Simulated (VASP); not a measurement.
# Lu2PN: single point with PBE

The system is Lu2PN.

```
CELL_PARAMETERS angstrom
3.64312 0.00000 0.00000
0.00000 3.64312 0.00000
0.00000 0.00000 5.19576
ATOMIC_POSITIONS crystal
N 0.00000 0.00000 0.00000
Lu 0.00000 0.00000 0.50000
Lu 0.50000 0.50000 0.00000
P 0.50000 0.50000 0.50000
```

```
Program                : VASP 6.6.1
Task                   : single point
Functional             : PBE
Potentials or basis    : VASP PAW PBE potentials, release 64 (N, Lu, P)
Cutoff                 : 520 eV
k mesh                 : 6 × 6 × 4
Occupations            : fermi-dirac, width 0.02 eV
Spin                   : no spin polarisation
Dipole correction      : no
Further INCAR settings : ALGO = Normal; EDIFF = 1e-06; NBANDS = 38
```

```
Pressure               : 1.7 GPa
Band gap on the k mesh : zero (band 30 reaches 4.40 eV, above the bottom of band 31 at 3.41 eV)
```

Stress tensor (GPa, compression positive):
```
1.70 0.00 0.00
0.00 1.70 0.00
0.00 0.00 1.78
```

Levels at points of the mesh, in eV from the Fermi level:
```tsv
k point	band 26	band 27	band 28	band 29	band 30	band 31	band 32	band 33	band 34	band 35
(0.00, 0.00, 0.00)	-0.66	-0.60	-0.60	0.31	0.54	0.54	2.18	2.18	2.49	2.66
(0.50, 0.00, 0.00)	-3.12	-2.29	-2.24	-1.91	-1.74	3.25	3.93	4.64	4.69	5.07
(0.50, 0.50, 0.00)	-2.73	-0.70	-0.62	-0.62	-0.51	-0.45	-0.45	3.96	4.01	5.77
(0.00, 0.00, 0.50)	-2.38	-0.64	-0.64	-0.31	-0.31	-0.21	1.55	3.19	3.81	4.61
(0.50, 0.00, 0.50)	-3.93	-2.58	-2.26	-2.06	-1.92	3.97	5.17	5.18	5.48	5.65
(0.50, 0.50, 0.50)	-2.65	-2.65	-2.13	-2.13	-2.05	2.75	2.75	4.37	4.37	4.39
```

Run time: 61 s on 1 thread of AMD EPYC 7R13 Processor (Zen 3) (shared host), peak memory 0.2 GiB.

Caveat: spin-orbit coupling is left out, which moves the levels of the heavy elements.
